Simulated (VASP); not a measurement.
Input of a VASP 6.6.1 run:

INCAR

```
PREC     = Accurate       # precision mode
ENCUT    = 600            # plane-wave cutoff, eV
EDIFF    = 1E-6           # SCF threshold, eV
ISMEAR   = 0              # smearing method
SIGMA    = 0.05           # smearing width, eV
LREAL    = False          # projectors in reciprocal space
LASPH    = True           # aspherical terms in the spheres
NELM     = 120            # most SCF steps
ALGO     = Normal         # electronic algorithm
ISIF     = 2              # what is computed and relaxed
LWAVE    = False          # write WAVECAR
LCHARG   = False          # write CHGCAR
GGA      = PE             # functional
IVDW     = 13             # dispersion correction
NBANDS   = 16             # bands
GGA_COMPAT= False
```

File KPOINTS:

```
regular mesh
0
Gamma
  10 10 10
```

The input POSCAR:

```
Mg2Sn
1.0
    0.0000000000      3.4080521656      3.4080521656
    3.4080521656      0.0000000000      3.4080521656
    3.4080521656      3.4080521656      0.0000000000
Mg Sn
2 1
Direct
    0.2500000000      0.2500000000      0.2500000000
    0.7500000000      0.7500000000      0.7500000000
    0.0000000000      0.0000000000      0.0000000000
```

Potentials or basis: VASP PAW PBE potentials, release 64 (Mg, Sn_d).

Launch:

```sh
$ cat potpaw_PBE.64/Mg/POTCAR potpaw_PBE.64/Sn_d/POTCAR > POTCAR
$ mpirun -np 1 vasp_std > vasp.out
```

Question: Predict the dispersion energy per atom.

Answer: -0.218 eV.

Question: What does it give for the pressure?

Answer: -1.4 GPa.

Question: Estimate the band gap on the k mesh.

Answer: Zero (bands 9 and 10 overlap by 0.20 eV).

Caveat: spin-orbit coupling is left out, which moves the levels of the heavy elements.
